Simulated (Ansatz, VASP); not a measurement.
## Sb: VASP beside Ansatz

```xyz
1
Lattice="3.1111 0.0000 0.0000 0.0000 3.1111 0.0000 0.0000 0.0000 3.1111" Properties=species:S:1:pos:R:3 pbc="T T T"
Sb    0.0000    0.0000    0.0000
```

Alike in both runs: functional PBE; k mesh 12 × 12 × 12; occupations fermi-dirac, width 0.05 eV; no spin polarisation.

Ansatz relaxed the structure, and its values are those at the end. VASP's run is a single point on that final structure, the one shown.

```csv
,VASP,Ansatz
version,VASP 6.6.1,Ansatz 0.2.0
potentials or method,"VASP PAW PBE potentials, release 64 (Sb)","PAW with Ansatz's default frozen-core files, scalar-relativistic"
plane-wave cutoff (eV),500,420
valence electrons in the cell,5,15
```

|  | VASP | Ansatz | Ansatz less VASP |
| --- | --- | --- | --- |
| pressure (GPa) | 0.0 | 0.0 | +0.03 |

VASP's potentials hold 5 valence electrons a cell and Ansatz's 15, so a difference there can come from the potentials and not from the codes.

Neither program's run includes spin-orbit coupling.
